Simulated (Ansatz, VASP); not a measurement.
**AlGa3N4: VASP beside Ansatz**

```
Al Ga N
1.0
     4.46534    0.00000    0.00000
     0.00000    4.46534    0.00000
     0.00000    0.00000    4.46534
Al Ga N
1 3 4
Direct
  0.00000 0.00000 0.00000
  0.50000 0.50000 0.00000
  0.50000 0.00000 0.50000
  0.00000 0.50000 0.50000
  0.75535 0.75535 0.24465
  0.75535 0.24465 0.75535
  0.24465 0.75535 0.75535
  0.24465 0.24465 0.24465
```

Alike in both runs: functional r2SCAN; k mesh 6 × 6 × 6; occupations gaussian, width 0.02 eV; no spin polarisation.

Ansatz relaxed the structure, and its values are those at the end. VASP's run is a single point on that final structure, the one shown.

|  | VASP | Ansatz |
| --- | --- | --- |
| version | VASP 6.6.1 | Ansatz 0.2.0 |
| potentials or method | VASP PAW PBE potentials, release 64 (Al, Ga_d, N_h), cutoff 910 eV | scalar-relativistic, plane waves, PAW |
| valence electrons in the cell | 62 | 62 |

Ansatz gave:

| Item | Value |
| --- | --- |
| gap on the k mesh at the Fermi level (eV) | 2.82 |
| least direct gap on the mesh (eV) | 2.82 |
| rms of the force components (eV/Å) | 0.000 |

Estimate VASP's values.

gap on the k mesh at the Fermi level (eV): 2.81; least direct gap on the mesh (eV): 2.81; rms of the force components (eV/Å): 0.033.

VASP's potentials were made for PBE, not for r2SCAN.

Noted on VASP's run: the cutoff is short for stress, so the pressure is rough.
